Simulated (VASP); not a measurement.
# Sb (Pnma) in VASP: notebook

Runs on Sb. Level: PBE. Tasks: single point, relaxation of cell and atoms.

Everything below comes from runs of VASP 6.6.1. Logs are shortened: lines on timing, memory, paths and dates and some standing lists are left out, and cuts for length are marked.

## 1. The cell of the first run

Symmetry: Pnma, No. 62, orthorhombic system. The conventional cell has a = 8.976 Å, b = 4.153 Å, c = 5.215 Å, α = 90.00°, β = 90.00°, γ = 90.00°. Within 3.8 Å of Sb (site symmetry m) lie 11 Sb at 2.74 to 3.75 Å. Within 3.8 Å of Sb (site symmetry m) lie 7 Sb at 2.74 to 3.74 Å.

The cell was generated, and may not be a known phase.

## 2. Single point, PBE

INCAR

```
PREC = Accurate
ENCUT = 520
EDIFF = 1E-6
ISMEAR = 0
SIGMA = 0.1
LREAL = F
LASPH = T
NELM = 100
ALGO = Normal
ISIF = 2
LWAVE = F
LCHARG = T
GGA = PE
LELF = T
LVHAR = T
NBANDS = 30
```

KPOINTS

```
regular mesh
0
Gamma
  2 4 4
```

POSCAR

```
Sb
1.0
    8.9759632100      0.0000000000      0.0000000000
    0.0000000000      4.1534476900      0.0000000000
    0.0000000000      0.0000000000      5.2145645000
Sb
8
Direct
    0.1542829900      0.2500000000      0.5311769800
    0.3457170100      0.7500000000      0.0311769800
    0.6542829900      0.2500000000      0.9688230200
    0.8457170100      0.7500000000      0.4688230200
    0.0564999900      0.7500000000      0.8499500200
    0.4435000100      0.2500000000      0.3499500200
    0.5564999900      0.7500000000      0.6500499800
    0.9435000100      0.2500000000      0.1500499800
```

Potentials or basis: VASP PAW PBE potentials, release 64 (Sb).

Started as:

```bash
> cat potpaw_PBE.64/Sb/POTCAR > POTCAR
> mpirun -np 1 vasp_std > vasp.out
```

OUTCAR:

```text
PREC = Accurate
   ENCUT = 520
   EDIFF = 1E-6
   ISMEAR = 0
   LREAL = F
   LASPH = T
   NELM = 100
   ISIF = 2
   GGA = PE

 ion  position               nearest neighbor table
   1  0.154  0.250  0.531-   8 2.74   6 2.76   5 2.80   5 2.80   4 3.48   4 3.48   8 3.74   2 3.75
                             2 3.75   2 3.75   2 3.75
   2  0.346  0.750  0.031-   7 2.74   5 2.76   6 2.80   6 2.80   3 3.48   3 3.48   7 3.74   1 3.75
                             1 3.75   1 3.75   1 3.75
   3  0.654  0.250  0.969-   6 2.74   8 2.76   7 2.80   7 2.80   2 3.48   2 3.48   6 3.74   4 3.75
                             4 3.75   4 3.75   4 3.75
   4  0.846  0.750  0.469-   5 2.74   7 2.76   8 2.80   8 2.80   1 3.48   1 3.48   5 3.74   3 3.75
                             3 3.75   3 3.75   3 3.75
   5  0.056  0.750  0.850-   4 2.74   2 2.76   8 2.79   8 2.79   1 2.80   1 2.80   4 3.74
   6  0.444  0.250  0.350-   3 2.74   1 2.76   7 2.79   7 2.79   2 2.80   2 2.80   3 3.74
   7  0.556  0.750  0.650-   2 2.74   4 2.76   6 2.79   6 2.79   3 2.80   3 2.80   2 3.74
   8  0.944  0.250  0.150-   1 2.74   3 2.76   5 2.79   5 2.79   4 2.80   4 2.80   1 3.74

  LATTYP: Found a simple orthorhombic cell.
 ALAT       =     4.1534476900
 B/A-ratio  =     1.2554785540
 C/A-ratio  =     2.1610873375

  Lattice vectors:

 A1 = (   0.0000000000,   4.1534476900,   0.0000000000)
 A2 = (   0.0000000000,   0.0000000000,   5.2145645000)
 A3 = (   8.9759632100,   0.0000000000,   0.0000000000)

Analysis of symmetry for initial positions (statically):
=====================================================================
 Subroutine PRICEL returns:
 Original cell was already a primitive cell.

 Routine SETGRP: Setting up the symmetry group for a
 simple orthorhombic supercell.

 Subroutine GETGRP returns: Found  8 space group operations
 (whereof  2 operations were pure point group operations)
 out of a pool of  8 trial point group operations.

The static configuration has the point symmetry S_2 .
 The point group associated with its full space group is D_2h.

Analysis of symmetry for dynamics (positions and initial velocities):
=====================================================================
 Subroutine PRICEL returns:
 Original cell was already a primitive cell.

 Routine SETGRP: Setting up the symmetry group for a
 simple orthorhombic supercell.

 Subroutine GETGRP returns: Found  8 space group operations
 (whereof  2 operations were pure point group operations)
 out of a pool of  8 trial point group operations.

[... 105 lines left out ...]
   NELM   =    100;   NELMIN=  2; NELMDL= -5     # of ELM steps
   EDIFF  = 0.1E-05   stopping-criterion for ELM
   LREAL  =      F    real-space projection
[... 7 lines left out ...]
   TEBEG  =    0.0;   TEEND  =   0.0 temperature during run
   PSTRESS=    0.0 pullay stress
   NELECT =      40.0000    total number of electrons
   NUPDOWN=      -1.0000    fix difference up-down
   EMIN   =  10.00;   EMAX   =-10.00  energy-range for DOS
   EFERMI =   0.00;   METHOD = LEGACY
   ISMEAR =     0;   SIGMA  =   0.10  broadening in eV -4-tet -1-fermi 0-gaus
   EFERMI_NEDOS =   21; number of points for ismear=-14 and -15
   IALGO  =     38    algorithm
   IMIX   =      4    mixing-type and parameters
     AMIX     =   0.40;   BMIX     =  1.00
     AMIX_MAG =   1.60;   BMIX_MAG =  1.00
  volume/ion in A,a.u.               =      24.30       163.99
  Fermi-wavevector in a.u.,A,eV,Ry     =   0.966479  1.826380 12.708940  0.934081
  Thomas-Fermi vector in A             =   2.096283
   LORBIT       =      0    0 simple, 1 ext, 2 COOP (PROOUT), +10 PAW based schemes
   GGA     = PE    functional components
   LHFCALC =     F    Hartree Fock is set to
   AEXX    =    0.0000 exact exchange contribution
   IVDW    =     0    specifies the selected vdW correction
   LEPSILON=     F    determine dielectric tensor
   LRPA    =     F    only Hartree local field effects (RPA)
 non-spin polarized calculation
 Gauss-broadening in eV      SIGMA  =   0.10
  energy-cutoff  :      520.00
  volume of cell :      194.41
 maximum number of plane-waves:      5264
 NGX is ok and might be reduce to    70
   NGX = 33   NGY = 15   NGZ = 19

 number of electron      39.9999999 magnetization

 Free energy of the ion-electron system (eV)
  ---------------------------------------------------
  ext. energy  EPLUGINS =         0.00000000
  ---------------------------------------------------
  free energy    TOTEN  =       -26.90443163 eV

  energy without entropy =      -26.88257050  energy(sigma->0) =      -26.89350106

 E-fermi :  10.2643     XC(G=0): -10.4735

 val. band max:       10.2368687084   @ k =   0.5000   0.5000   0.0000
 cond. band min:      10.2727614870   @ k =   0.5000   0.0000   0.5000
 fundamental gap:      0.0358927786
 Fermi energy:        10.2643351849

 k-point     1 :       0.0000    0.0000    0.0000
  band No.  band energies     occupation
      1      -4.5608      2.00000
      2      -3.3820      2.00000
      3      -1.8366      2.00000
      4       0.5574      2.00000
      5       0.5692      2.00000
      6       1.5869      2.00000
[... 583 lines left out ...]
     29      14.5206      0.00000
     30      14.5206      0.00000

------------------------ aborting loop because EDIFF is reached ----------------------------------------

  FORCE on cell =-STRESS in cart. coord.  units (eV):
  Direction    XX          YY          ZZ          XY          YZ          ZX
  --------------------------------------------------------------------------------------
  -------------------------------------------------------------------------------------
  Total       39.3530972     28.0897147     34.6087012      0.0000000     -0.0000000      0.0000000
  in kB      324.3259123    231.4995003    285.2252901      0.0000000     -0.0000000      0.0000000
  external PRESSURE =     280.3502342 kB  Pullay stress =       0.0000000 kB

 VOLUME and BASIS-vectors are now :
 -----------------------------------------------------------------------------
  energy-cutoff  :      520.00
  volume of cell :      194.41
      direct lattice vectors                 reciprocal lattice vectors
     8.975963210  0.000000000  0.000000000     0.111408656  0.000000000  0.000000000
     0.000000000  4.153447690  0.000000000     0.000000000  0.240763836  0.000000000
     0.000000000  0.000000000  5.214564500     0.000000000  0.000000000  0.191770569

 POSITION                                       TOTAL-FORCE (eV/Angst)
 -----------------------------------------------------------------------------------
      1.38484      1.03836      2.76986         1.074836      0.000000      0.608179
      3.10314      3.11509      0.16257        -1.074836      0.000000      0.608179
      5.87282      1.03836      5.05199         1.074836     -0.000000     -0.608179
      7.59112      3.11509      2.44471        -1.074836     -0.000000     -0.608179
      0.50714      3.11509      4.43212         0.462601      0.000000     -0.178279
      3.98084      1.03836      1.82484        -0.462601      0.000000     -0.178279
      4.99512      3.11509      3.38973         0.462601      0.000000      0.178279
      8.46882      1.03836      0.78245        -0.462601      0.000000      0.178279
 -----------------------------------------------------------------------------------
    total drift:                               -0.000000      0.000000      0.000000

  FREE ENERGIE OF THE ION-ELECTRON SYSTEM (eV)
  ---------------------------------------------------
  free  energy   TOTEN  =       -26.9044316308 eV

  energy  without entropy=      -26.8825704978  energy(sigma->0) =      -26.89350106
```

OSZICAR:

```text
N       E                     dE             d eps       ncg     rms          rms(c)
DAV:   1     0.217335977707E+03    0.21734E+03   -0.13569E+04  1080   0.108E+03
DAV:   2    -0.882312942783E+01   -0.22616E+03   -0.21878E+03  1264   0.188E+02
DAV:   3    -0.266882571463E+02   -0.17865E+02   -0.17225E+02  1396   0.549E+01
DAV:   4    -0.270432016526E+02   -0.35494E+00   -0.35314E+00  1278   0.776E+00
DAV:   5    -0.270477703718E+02   -0.45687E-02   -0.45676E-02  1348   0.110E+00    0.891E+00
DAV:   6    -0.269469493505E+02    0.10082E+00   -0.48718E-02  1262   0.898E-01    0.549E+00
DAV:   7    -0.269053292245E+02    0.41620E-01   -0.95058E-02  1186   0.125E+00    0.193E-01
DAV:   8    -0.269044960057E+02    0.83322E-03   -0.78491E-03  1236   0.379E-01    0.914E-02
DAV:   9    -0.269044291212E+02    0.66884E-04   -0.48840E-04  1294   0.955E-02    0.259E-02
DAV:  10    -0.269044332600E+02   -0.41388E-05   -0.30802E-05  1318   0.240E-02    0.116E-02
DAV:  11    -0.269044304117E+02    0.28484E-05   -0.34780E-06  1116   0.875E-03    0.301E-03
DAV:  12    -0.269044316379E+02   -0.12262E-05   -0.86231E-07   726   0.454E-03    0.101E-03
DAV:  13    -0.269044316308E+02    0.70672E-08   -0.15077E-07   666   0.206E-03
   1 F= -.26904432E+02 E0= -.26893501E+02  d E =-.218611E-01
```

Run time: 43 s. Hardware: 1 thread of Intel Xeon 6975P-C (Granite Rapids), shared host; peak memory 0.3 GiB.

Results:

| Property | Result |
| --- | --- |
| Free energy | -26.9044 eV |
| Pressure | 28.0 GPa |
| Largest force | 1.235 eV/Å |
| Band gap on the k mesh | zero (bands 20 and 21 overlap by 0.54 eV) |

Forces in eV/Å, atoms in the order of the input:
```
Sb   1.075  0.000  0.608
Sb  -1.075  0.000  0.608
Sb   1.075  0.000 -0.608
Sb  -1.075  0.000 -0.608
Sb   0.463  0.000 -0.178
Sb  -0.463  0.000 -0.178
Sb   0.463  0.000  0.178
Sb  -0.463  0.000  0.178
```

Caveat: the k points lie up to 0.38 Å⁻¹ apart, too coarse for converged energies and pressures of a metal; spin-orbit coupling is left out, which moves the levels of the heavy elements; forces of over 1 eV/Å act on the atoms, so gaps and moduli don't describe the material at rest.

## 3. Single point, PBE

This run uses another cell than the first one, of 32.34 Å³/atom.

INCAR

```
SYSTEM = Sb
PREC     = Accurate       ! precision mode
ENCUT    = 520            ! plane-wave cutoff, eV
EDIFF    = 1E-7           ! SCF threshold, eV
ISMEAR   = 0              ! smearing method
SIGMA    = 0.1            ! smearing width, eV
LREAL    = .FALSE.        ! projectors in reciprocal space
LASPH    = .TRUE.         ! aspherical terms in the spheres
NELM     = 80             ! most SCF steps
ALGO     = Normal         ! electronic algorithm
ISIF     = 2              ! what is computed and relaxed
LWAVE    = .FALSE.        ! write WAVECAR
LCHARG   = .FALSE.        ! write CHGCAR
GGA      = PE             ! functional
NBANDS   = 30             ! bands
```

KPOINTS

```
Automatic mesh
0
G
  2 4 4
  0 0 0
```

POSCAR

```
Sb
1.0
   12.8174309141      0.0000000000      0.0000000000
    0.0000000000      4.4037479927      0.0000000000
    0.0000000000      0.0000000000      4.5837923796
Sb
8
Direct
    0.1350523260      0.2500000000      0.3022202393
    0.3649476740      0.7500000000     -0.1977797607
    0.6350523260      0.2500000000      1.1977797607
    0.8649476740      0.7500000000      0.6977797607
    0.1349428667      0.7500000000      0.7254086979
    0.3650571333      0.2500000000      0.2254086979
    0.6349428667      0.7500000000      0.7745913021
    0.8650571333      0.2500000000      0.2745913021
```

Potentials or basis: VASP PAW PBE potentials, release 64 (Sb).

Started as:

```bash
> cat potpaw_PBE.64/Sb/POTCAR > POTCAR
> mpirun -np 1 vasp_std > vasp.out
```

Run time: 56 s. Hardware: 1 thread of Intel Xeon 6975P-C (Granite Rapids), shared host; peak memory 0.38 GiB.

Results (log left out):

* Free energy: -32.9455 eV
* Pressure: 0.0 GPa
* Largest force: 0.039 eV/Å

Forces in eV/Å, atoms in the order of the input:
```
Sb  -0.015  0.000 -0.036
Sb   0.015  0.000 -0.036
Sb  -0.015  0.000  0.036
Sb   0.015  0.000  0.036
Sb  -0.014  0.000  0.032
Sb   0.014  0.000  0.032
Sb  -0.014  0.000 -0.032
Sb   0.014  0.000 -0.032
```

Stress tensor (GPa, compression positive):
```
-0.12  0.00  0.00
 0.00  0.06  0.00
 0.00  0.00 -0.03
```

Levels at points of the mesh, in eV from the Fermi level:
| k point | band 18 | band 19 | band 20 | band 21 | band 22 | band 23 |
| --- | --- | --- | --- | --- | --- | --- |
| (0.00, 0.00, 0.00) | -1.28 | -1.24 | -1.22 | 1.45 | 1.75 | 2.21 |
| (0.50, 0.00, 0.00) | -1.75 | -0.17 | -0.17 | 0.92 | 0.92 | 1.89 |
| (0.00, 0.50, 0.00) | -1.03 | -0.47 | -0.47 | 0.43 | 0.43 | 0.49 |
| (0.50, 0.50, 0.00) | -0.99 | -0.99 | -0.99 | 0.69 | 0.69 | 0.69 |
| (0.00, 0.00, 0.50) | -0.81 | -0.21 | -0.21 | 0.17 | 0.17 | 0.70 |
| (0.50, 0.00, 0.50) | -0.67 | -0.54 | -0.54 | 0.79 | 0.79 | 0.96 |
| (0.00, 0.50, 0.50) | -2.98 | -0.41 | -0.41 | 0.67 | 0.67 | 2.80 |
| (0.50, 0.50, 0.50) | -2.01 | -2.01 | -2.01 | 2.46 | 2.46 | 2.46 |

Caveat: spin-orbit coupling is left out, which moves the levels of the heavy elements.

## 4. Relaxation of cell and atoms, PBE

INCAR

```
PREC     = Accurate       # precision mode
ENCUT    = 600            # plane-wave cutoff, eV
EDIFF    = 1E-6           # SCF threshold, eV
ISMEAR   = 0              # smearing method
SIGMA    = 0.1            # smearing width, eV
LREAL    = False          # projectors in reciprocal space
LASPH    = True           # aspherical terms in the spheres
NELM     = 80             # most SCF steps
ALGO     = Normal         # electronic algorithm
ISIF     = 3              # what is computed and relaxed
LWAVE    = False          # write WAVECAR
LCHARG   = False          # write CHGCAR
GGA      = PE             # functional
IBRION   = 2              # ionic algorithm
NSW      = 90             # ionic steps
EDIFFG   = -0.04          # ionic threshold
```

KPOINTS

```
regular mesh
0
Gamma
  2 4 4
```

POSCAR

```
Sb
1.0
    8.9759632100      0.0000000000      0.0000000000
    0.0000000000      4.1534476900      0.0000000000
    0.0000000000      0.0000000000      5.2145645000
Sb
8
Direct
    0.1542829900      0.2500000000      0.5311769800
    0.3457170100      0.7500000000      0.0311769800
    0.6542829900      0.2500000000      0.9688230200
    0.8457170100      0.7500000000      0.4688230200
    0.0564999900      0.7500000000      0.8499500200
    0.4435000100      0.2500000000      0.3499500200
    0.5564999900      0.7500000000      0.6500499800
    0.9435000100      0.2500000000      0.1500499800
```

Started as:

```bash
> cat potpaw_PBE.64/Sb/POTCAR > POTCAR
> mpirun -np 1 vasp_std > vasp.out
```

It took 36 min on 1 thread of Intel Xeon 6975P-C (Granite Rapids), shared host; peak memory 0.4 GiB.

The run converged. Its results:

```
Free energy                           : -32.7107 eV
Relaxed volume                        : 31.39 Å³/atom
Relaxed cell                          : a = 12.472 Å, b = 4.394 Å, c = 4.582 Å, α = 90.00°, β = 90.00°, γ = 90.00°
Space group after relaxing (to 0.1 Å) : Pnma (No. 62)
Energy gained by relaxing             : 725.7 meV/atom
Ionic steps                           : 69
Pressure after relaxing               : 0.0 GPa
Largest force after relaxing          : 0.033 eV/Å
```

Forces on the atoms (eV/Å):
```
Sb  -0.019  0.000 -0.023
Sb   0.019  0.000 -0.023
Sb  -0.019  0.000  0.023
Sb   0.019  0.000  0.023
Sb   0.023  0.000 -0.023
Sb  -0.023  0.000 -0.023
Sb   0.023  0.000  0.023
Sb  -0.023  0.000  0.023
```

Stress tensor (GPa, compression positive):
```
 0.17  0.00  0.00
 0.00 -0.10  0.00
 0.00  0.00 -0.03
```

The path:
| step | energy change (eV) | largest force (eV/Å) | pressure (GPa) | volume (Å³) |
| --- | --- | --- | --- | --- |
| 1 | 0.0000 | 1.2349 | 28.04 | 194.41 |
| 3 | -4.7605 | 0.9683 | -0.38 | 264.77 |
| 5 | -4.9824 | 0.8200 | -0.03 | 263.18 |
| 7 | -5.1878 | 0.3132 | 0.71 | 262.90 |
| 9 | -5.2612 | 0.2645 | -0.45 | 271.01 |
| 11 | -5.3236 | 0.1981 | -0.61 | 273.82 |
| 13 | -5.3699 | 0.1626 | 0.02 | 271.55 |
| 15 | -5.4333 | 0.0857 | 0.30 | 267.48 |
| 17 | -5.4405 | 0.1050 | 0.33 | 266.80 |
| 19 | -5.4636 | 0.1956 | -0.47 | 270.54 |
| 21 | -5.4814 | 0.1649 | -0.12 | 268.84 |
| 23 | -5.4942 | 0.1058 | 0.25 | 267.14 |
| 25 | -5.4976 | 0.0615 | -0.12 | 268.90 |
| 27 | -5.5032 | 0.0707 | -0.11 | 268.61 |
| 29 | -5.5048 | 0.0452 | 0.15 | 267.38 |
| 31 | -5.5074 | 0.1011 | 0.01 | 268.23 |
| 33 | -5.5102 | 0.1039 | -0.08 | 268.76 |
| 35 | -5.5140 | 0.1767 | -0.50 | 271.10 |
| 37 | -5.5193 | 0.1631 | -0.36 | 270.35 |
| 39 | -5.5237 | 0.1376 | -0.06 | 268.82 |
| 41 | -5.5366 | 0.1517 | 0.14 | 267.45 |
| 43 | -5.5496 | 0.3969 | 1.08 | 261.11 |
| 45 | -5.5548 | 0.3229 | 0.79 | 262.92 |
| 47 | -5.5725 | 0.3099 | 0.65 | 262.69 |
| 49 | -5.6294 | 0.2548 | 0.02 | 261.45 |
| 51 | -5.6356 | 0.2580 | -0.17 | 260.86 |
| 53 | -5.6556 | 0.2184 | -0.34 | 259.58 |
| 55 | -5.6763 | 0.1520 | -0.47 | 257.07 |
| 57 | -5.7273 | 0.1594 | 0.38 | 249.99 |
| 59 | -5.7397 | 0.2071 | 0.06 | 250.83 |
| 61 | -5.7531 | 0.2698 | -0.47 | 252.66 |
| 63 | -5.7889 | 0.1213 | -0.08 | 251.17 |
| 65 | -5.8014 | 0.0686 | 0.28 | 250.08 |
| 67 | -5.8038 | 0.0482 | -0.05 | 251.52 |
| 69 | -5.8058 | 0.0327 | 0.02 | 251.09 |

Final structure:
```xyz
8
Lattice="12.4720 0.0000 0.0000 0.0000 4.3939 0.0000 0.0000 0.0000 4.5819" Properties=species:S:1:pos:R:3 pbc="T T T"
Sb    1.6726    1.0985    1.7160
Sb    4.5634    3.2954    4.0069
Sb    7.9086    1.0985    0.5750
Sb   10.7994    3.2954    2.8659
Sb    1.3475    3.2954    3.6132
Sb    4.8885    1.0985    1.3222
Sb    7.5835    3.2954    3.2596
Sb   11.1245    1.0985    0.9687
```

Levels at points of the mesh, in eV from the Fermi level:
| k point | band 17 | band 18 | band 19 | band 20 | band 21 | band 22 | band 23 | band 24 |
| --- | --- | --- | --- | --- | --- | --- | --- | --- |
| (0.00, 0.00, 0.00) | -1.85 | -1.47 | -1.14 | -1.13 | 1.53 | 1.67 | 1.94 | 2.33 |
| (0.50, 0.00, 0.00) | -1.84 | -1.84 | -0.02 | -0.02 | 1.08 | 1.08 | 1.81 | 1.81 |
| (0.00, 0.50, 0.00) | -1.08 | -1.08 | -0.39 | -0.39 | 0.18 | 0.18 | 0.38 | 0.38 |
| (0.50, 0.50, 0.00) | -1.10 | -1.10 | -1.10 | -1.10 | 0.52 | 0.52 | 0.52 | 0.52 |
| (0.00, 0.00, 0.50) | -0.66 | -0.66 | -0.34 | -0.34 | 0.30 | 0.30 | 0.36 | 0.36 |
| (0.50, 0.00, 0.50) | -0.80 | -0.80 | -0.51 | -0.51 | 0.48 | 0.48 | 0.95 | 0.95 |
| (0.00, 0.50, 0.50) | -3.13 | -3.13 | -0.30 | -0.30 | 0.41 | 0.41 | 2.73 | 2.73 |
| (0.50, 0.50, 0.50) | -1.97 | -1.97 | -1.97 | -1.97 | 1.97 | 1.97 | 1.97 | 1.97 |

Caveat: the volume moved by over 15 % at a fixed basis, so the end points are rough; spin-orbit coupling is left out, which moves the levels of the heavy elements.

(Part 1 of 2 ends here.)

The gap in the log of VASP goes by the Fermi energy; the results here count the filled bands.